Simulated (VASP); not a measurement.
# SiGe (P6_3mc) in VASP: a series of runs, part 2 of 3

VASP 6.6.1.

## (3) Single point, PBEsol (22.92 Å³/atom)

The input, INCAR:

```
SYSTEM = SiGe
PREC = Accurate
ENCUT = 520
EDIFF = 1E-6
ISMEAR = 0
SIGMA = 0.03
LREAL = .FALSE.
LASPH = .TRUE.
NELM = 80
ALGO = Normal
ISIF = 2
LWAVE = .FALSE.
LCHARG = .FALSE.
GGA = PS
NBANDS = 26
```

The input, KPOINTS:

```
Automatic mesh
0
G
  12 12 6
  0 0 0
```

The input, POSCAR:

```
SiGe
1.0
    3.7663063494      0.0000000000      0.0000000000
   -1.8831531747      3.2617169770      0.0000000000
    0.0000000000      0.0000000000      7.4633126620
Si Ge
2 2
Direct
    0.6666666667      0.3333333333      0.8745463082
    0.3333333333      0.6666666667      0.3745463082
    0.6666666667      0.3333333333      0.5004526918
    0.3333333333      0.6666666667      0.0004526918
```

Potentials or basis: VASP PAW PBE potentials, release 64 (Si, Ge_d).

The run is started by

```bash
cat potpaw_PBE.64/Si/POTCAR potpaw_PBE.64/Ge_d/POTCAR > POTCAR
mpirun -np 1 vasp_std > vasp.out
```

OUTCAR:

```text
SYSTEM = SiGe
   PREC = Accurate
   ENCUT = 520
   EDIFF = 1E-6
   ISMEAR = 0
   LREAL = .FALSE.
   LASPH = .TRUE.
   NELM = 80
   ISIF = 2
   GGA = PS

 ion  position               nearest neighbor table
   1  0.667  0.333  0.875-   4 2.37   4 2.37   4 2.37   3 2.79
   2  0.333  0.667  0.375-   3 2.37   3 2.37   3 2.37   4 2.79
   3  0.667  0.333  0.500-   2 2.37   2 2.37   2 2.37   1 2.79
   4  0.333  0.667  0.000-   1 2.37   1 2.37   1 2.37   2 2.79

  LATTYP: Found a hexagonal cell.
 ALAT       =     3.7663063494
 C/A-ratio  =     1.9816000000

  Lattice vectors:

 A1 = (   3.7663063494,   0.0000000000,   0.0000000000)
 A2 = (  -1.8831531747,   3.2617169770,   0.0000000000)
 A3 = (   0.0000000000,   0.0000000000,   7.4633126620)

Analysis of symmetry for initial positions (statically):
=====================================================================
 Subroutine PRICEL returns:
 Original cell was already a primitive cell.

 Routine SETGRP: Setting up the symmetry group for a
 hexagonal supercell.
[... 170 lines left out ...]
  free energy    TOTEN  =       -20.30250881 eV

  energy without entropy =      -20.30227581  energy(sigma->0) =      -20.30239231

 E-fermi :   4.5457     XC(G=0):  -9.5568

 val. band max:        4.5298544540   @ k =   0.0000   0.0000   0.5000
 cond. band min:       4.5962903873   @ k =   0.2500   0.0000   0.0000
 fundamental gap:      0.0664359333
 Fermi energy:         4.5457492671

 k-point     1 :       0.0000    0.0000    0.0000
  band No.  band energies     occupation
      1     -19.7046      2.00000
      2     -19.7033      2.00000
      3     -19.6984      2.00000
      4     -19.6984      2.00000
      5     -19.6969      2.00000
      6     -19.6969      2.00000
[... 685 lines left out ...]
     25      11.4173      0.00000
     26      11.9624      0.00000

 [... further k-points ...]

------------------------ aborting loop because EDIFF is reached ----------------------------------------

  FORCE on cell =-STRESS in cart. coord.  units (eV):
  Direction    XX          YY          ZZ          XY          YZ          ZX
  --------------------------------------------------------------------------------------
  -------------------------------------------------------------------------------------
  Total        2.7348214      2.7348214     -9.0032650      0.0000000     -0.0000000      0.0000000
  in kB       47.7909863     47.7909863   -157.3319994      0.0000000     -0.0000000      0.0000000
  external PRESSURE =     -20.5833423 kB  Pullay stress =       0.0000000 kB

 VOLUME and BASIS-vectors are now :
 -----------------------------------------------------------------------------
  energy-cutoff  :      520.00
  volume of cell :       91.68
      direct lattice vectors                 reciprocal lattice vectors
     3.766306349  0.000000000  0.000000000     0.265512124  0.153293497  0.000000000
    -1.883153175  3.261716977  0.000000000     0.000000000  0.306586993  0.000000000
     0.000000000  0.000000000  7.463312662     0.000000000  0.000000000  0.133988759

 POSITION                                       TOTAL-FORCE (eV/Angst)
 -----------------------------------------------------------------------------------
      1.88315      1.08724      6.52701        -0.000000     -0.000000     -0.496432
     -0.00000      2.17448      2.79536        -0.000000     -0.000000     -0.496432
      1.88315      1.08724      3.73503         0.000000     -0.000000      0.496432
     -0.00000      2.17448      0.00338         0.000000      0.000000      0.496432
 -----------------------------------------------------------------------------------
    total drift:                               -0.000000     -0.000000      0.000819

  FREE ENERGIE OF THE ION-ELECTRON SYSTEM (eV)
  ---------------------------------------------------
  free  energy   TOTEN  =       -20.3025088134 eV

  energy  without entropy=      -20.3022758082  energy(sigma->0) =      -20.30239231
```

OSZICAR:

```text
N       E                     dE             d eps       ncg     rms          rms(c)
DAV:   1     0.262459468498E+03    0.26246E+03   -0.17559E+04  4646   0.285E+03
DAV:   2     0.224119197382E+02   -0.24005E+03   -0.23146E+03  4016   0.631E+02
DAV:   3    -0.189837349803E+02   -0.41396E+02   -0.40865E+02  4738   0.154E+02
DAV:   4    -0.207033715926E+02   -0.17196E+01   -0.17161E+01  4802   0.349E+01
DAV:   5    -0.207409331034E+02   -0.37562E-01   -0.37550E-01  4784   0.573E+00    0.551E+00
DAV:   6    -0.204206062046E+02    0.32033E+00   -0.19226E-01  4626   0.296E+00    0.315E+00
DAV:   7    -0.202999587609E+02    0.12065E+00   -0.34749E-01  5154   0.366E+00    0.324E-01
DAV:   8    -0.203024005551E+02   -0.24418E-02   -0.57860E-02  4458   0.171E+00    0.232E-01
DAV:   9    -0.203023927160E+02    0.78391E-05   -0.23730E-03  4908   0.411E-01    0.145E-01
DAV:  10    -0.203025186923E+02   -0.12598E-03   -0.41468E-04  4898   0.149E-01    0.395E-02
DAV:  11    -0.203025065850E+02    0.12107E-04   -0.59912E-05  4518   0.590E-02    0.896E-03
DAV:  12    -0.203025080206E+02   -0.14356E-05   -0.98105E-06  4362   0.214E-02    0.111E-02
DAV:  13    -0.203025088134E+02   -0.79280E-06   -0.14269E-06  3592   0.635E-03
   1 F= -.20302509E+02 E0= -.20302392E+02  d E =-.233005E-03
```

stdout:

```text
POSCAR found type information on POSCAR SiGe
 POSCAR found :  2 types and       4 ions
 scaLAPACK will be used
 -----------------------------------------------------------------------------
|                                                                             |
|                                                                             |
|     You enforced a specific xc type in the INCAR file but a different       |
|     I HOPE YOU KNOW WHAT YOU ARE DOING!                                     |
|                                                                             |
 -----------------------------------------------------------------------------

 LDA part: xc-table for (Slater+PW92), standard interpolation
 POSCAR, INCAR and KPOINTS ok, starting setup
 FFT: planning ... GRIDC
 FFT: planning ... GRID_SOFT
 FFT: planning ... GRID
 WAVECAR not read
 entering main loop
```

It took 3.5 min on 1 thread of Intel Xeon 8259CL, shared host; peak memory 0.3 GiB.

Results:

| Property | Result |
| --- | --- |
| Free energy | -20.3025 eV |
| Pressure | -2.1 GPa |
| Largest force | 0.496 eV/Å |
| Band gap on the k mesh | zero (bands 18 and 19 overlap by 0.62 eV) |

Forces in eV/Å, atoms in the order of the input:
```
Si   0.000  0.000 -0.496
Si   0.000  0.000 -0.496
Ge   0.000  0.000  0.496
Ge   0.000  0.000  0.496
```

Stress tensor (GPa, compression positive):
```
  4.78   0.00   0.00
  0.00   4.78   0.00
  0.00   0.00 -15.73
```

Levels at points of the mesh, in eV from the Fermi level:
```
           k point  band 15  band 16  band 17  band 18  band 19  band 20  band 21  band 22
(0.00, 0.00, 0.00)    -0.51    -0.34    -0.34     0.39     0.39     2.24     3.24     3.27
(0.50, 0.00, 0.00)    -3.84    -2.22    -2.13    -1.35     1.12     1.41     2.79     3.06
(0.00, 0.00, 0.50)    -0.02    -0.02    -0.02    -0.02     2.65     2.65     3.85     3.85
(0.50, 0.00, 0.50)    -2.49    -2.49    -1.78    -1.78     0.39     0.39     2.11     2.11
```

Caveat: the stress differs along the axes, from -16 to 5 GPa; semilocal functionals underestimate gaps, and a narrow one can read as zero; the PAW data sets were made with another functional, which shifts forces and pressure a little.

## (4) Single point, PBEsol (22.92 Å³/atom)

The input, INCAR:

```
ALGO = Normal
EDIFF = 1E-7
ENCUT = 520
GGA = PS
ISIF = 2
ISMEAR = 0
LASPH = T
LCHARG = F
LREAL = F
LWAVE = F
NBANDS = 26
NELM = 80
PREC = Accurate
SIGMA = 0.03
```

The input, KPOINTS:

```
k-points
0
Gamma
  12 12 6
```

The input, POSCAR:

```
SiGe
1.0
    3.8822554878      0.0000000000      0.0000000000
   -1.9411277439      3.3621318765      0.0000000000
    0.0000000000      0.0000000000      7.0241648542
Si Ge
2 2
Direct
    0.6666666667      0.3333333333      0.8745463082
    0.3333333333      0.6666666667      0.3745463082
    0.6666666667      0.3333333333      0.5004526918
    0.3333333333      0.6666666667      0.0004526918
```

Potentials or basis: VASP PAW PBE potentials, release 64 (Si, Ge_d).

The run is started by

```bash
cat potpaw_PBE.64/Si/POTCAR potpaw_PBE.64/Ge_d/POTCAR > POTCAR
mpirun -np 1 vasp_std > vasp.out
```

OUTCAR:

```text
EDIFF = 1E-7
   ENCUT = 520
   GGA = PS
   ISIF = 2
   ISMEAR = 0
   LASPH = T
   LREAL = F
   NELM = 80
   PREC = Accurate

 ion  position               nearest neighbor table
   1  0.667  0.333  0.875-   4 2.41   4 2.41   4 2.41   3 2.63
   2  0.333  0.667  0.375-   3 2.41   3 2.41   3 2.41   4 2.63
   3  0.667  0.333  0.500-   2 2.41   2 2.41   2 2.41   1 2.63
   4  0.333  0.667  0.000-   1 2.41   1 2.41   1 2.41   2 2.63

  LATTYP: Found a hexagonal cell.
 ALAT       =     3.8822554878
 C/A-ratio  =     1.8093000000

  Lattice vectors:

 A1 = (   3.8822554878,   0.0000000000,   0.0000000000)
 A2 = (  -1.9411277439,   3.3621318765,   0.0000000000)
 A3 = (   0.0000000000,   0.0000000000,   7.0241648542)

Analysis of symmetry for initial positions (statically):
=====================================================================
 Subroutine PRICEL returns:
 Original cell was already a primitive cell.

 Routine SETGRP: Setting up the symmetry group for a
 hexagonal supercell.

[... 169 lines left out ...]
  free energy    TOTEN  =       -20.90599216 eV

  energy without entropy =      -20.90595296  energy(sigma->0) =      -20.90597256

 E-fermi :   4.8210     XC(G=0):  -9.5561

 val. band max:        4.8209518722   @ k =   0.0000   0.0000   0.0000
 cond. band min:       4.9456095429   @ k =   0.5000  -0.0000   0.3333
 fundamental gap:      0.1246576707
 Fermi energy:         4.8209531315

 k-point     1 :       0.0000    0.0000    0.0000
  band No.  band energies     occupation
      1     -19.6793      2.00000
      2     -19.6783      2.00000
      3     -19.6741      2.00000
      4     -19.6741      2.00000
      5     -19.6719      2.00000
      6     -19.6719      2.00000
[... 685 lines left out ...]
     25      11.7802      0.00000
     26      11.9527      0.00000

 [... further k-points ...]

------------------------ aborting loop because EDIFF is reached ----------------------------------------

  FORCE on cell =-STRESS in cart. coord.  units (eV):
  Direction    XX          YY          ZZ          XY          YZ          ZX
  --------------------------------------------------------------------------------------
  -------------------------------------------------------------------------------------
  Total       -0.0258662     -0.0258662     -7.4386786      0.0000000     -0.0000000      0.0000000
  in kB       -0.4520122     -0.4520122   -129.9908627      0.0000000     -0.0000000      0.0000000
  external PRESSURE =     -43.6316290 kB  Pullay stress =       0.0000000 kB

 VOLUME and BASIS-vectors are now :
 -----------------------------------------------------------------------------
  energy-cutoff  :      520.00
  volume of cell :       91.68
      direct lattice vectors                 reciprocal lattice vectors
     3.882255488  0.000000000  0.000000000     0.257582223  0.148715166  0.000000000
    -1.941127744  3.362131876  0.000000000     0.000000000  0.297430332  0.000000000
     0.000000000  0.000000000  7.024164854     0.000000000  0.000000000  0.142365679

 POSITION                                       TOTAL-FORCE (eV/Angst)
 -----------------------------------------------------------------------------------
      1.94113      1.12071      6.14296        -0.000000      0.000000     -0.380429
     -0.00000      2.24142      2.63088         0.000000     -0.000000     -0.380429
      1.94113      1.12071      3.51526         0.000000      0.000000      0.380429
     -0.00000      2.24142      0.00318        -0.000000     -0.000000      0.380429
 -----------------------------------------------------------------------------------
    total drift:                                0.000000      0.000000     -0.001417

  FREE ENERGIE OF THE ION-ELECTRON SYSTEM (eV)
  ---------------------------------------------------
  free  energy   TOTEN  =       -20.9059921570 eV

  energy  without entropy=      -20.9059529594  energy(sigma->0) =      -20.90597256
```

OSZICAR:

```text
N       E                     dE             d eps       ncg     rms          rms(c)
DAV:   1     0.262310952916E+03    0.26231E+03   -0.17593E+04  4580   0.286E+03
DAV:   2     0.218046134685E+02   -0.24051E+03   -0.23180E+03  4024   0.628E+02
DAV:   3    -0.194814217572E+02   -0.41286E+02   -0.40828E+02  4806   0.154E+02
DAV:   4    -0.212117278024E+02   -0.17303E+01   -0.17270E+01  4766   0.347E+01
DAV:   5    -0.212488327689E+02   -0.37105E-01   -0.37096E-01  4896   0.572E+00    0.534E+00
DAV:   6    -0.210113485382E+02    0.23748E+00   -0.11540E-01  4608   0.260E+00    0.309E+00
DAV:   7    -0.209034344711E+02    0.10791E+00   -0.21732E-01  4510   0.300E+00    0.250E-01
DAV:   8    -0.209056960902E+02   -0.22616E-02   -0.28295E-02  4802   0.148E+00    0.159E-01
DAV:   9    -0.209058458405E+02   -0.14975E-03   -0.92593E-04  5008   0.258E-01    0.118E-01
DAV:  10    -0.209059911519E+02   -0.14531E-03   -0.18884E-04  4656   0.751E-02    0.311E-02
DAV:  11    -0.209059894614E+02    0.16905E-05   -0.38205E-05  4752   0.481E-02    0.552E-03
DAV:  12    -0.209059915859E+02   -0.21246E-05   -0.58697E-06  4564   0.146E-02    0.263E-03
DAV:  13    -0.209059920807E+02   -0.49478E-06   -0.10746E-06  3932   0.837E-03    0.127E-03
DAV:  14    -0.209059921570E+02   -0.76278E-07   -0.53134E-08  3016   0.187E-03
   1 F= -.20905992E+02 E0= -.20905973E+02  d E =-.391975E-04
```

It took 4.4 min on 1 thread of Intel Xeon 8259CL, shared host; peak memory 0.3 GiB.

What came out:

```yaml
Free_energy: -20.9060 eV
Pressure: -4.4 GPa
Largest_force: 0.380 eV/Å
Band_gap_on_the_k_mesh: zero (filled and empty bands touch)
```

Forces in eV/Å, atoms in the order of the input:
```
Si   0.000  0.000 -0.380
Si   0.000  0.000 -0.380
Ge   0.000  0.000  0.380
Ge   0.000  0.000  0.380
```

Caveat: the stress differs along the axes, from -13 to -0 GPa; semilocal functionals underestimate gaps, and a narrow one can read as zero; the PAW data sets were made with another functional, which shifts forces and pressure a little.

[end of part 2 of 3]

The gap in the log of VASP goes by the Fermi energy; the results here count the filled bands.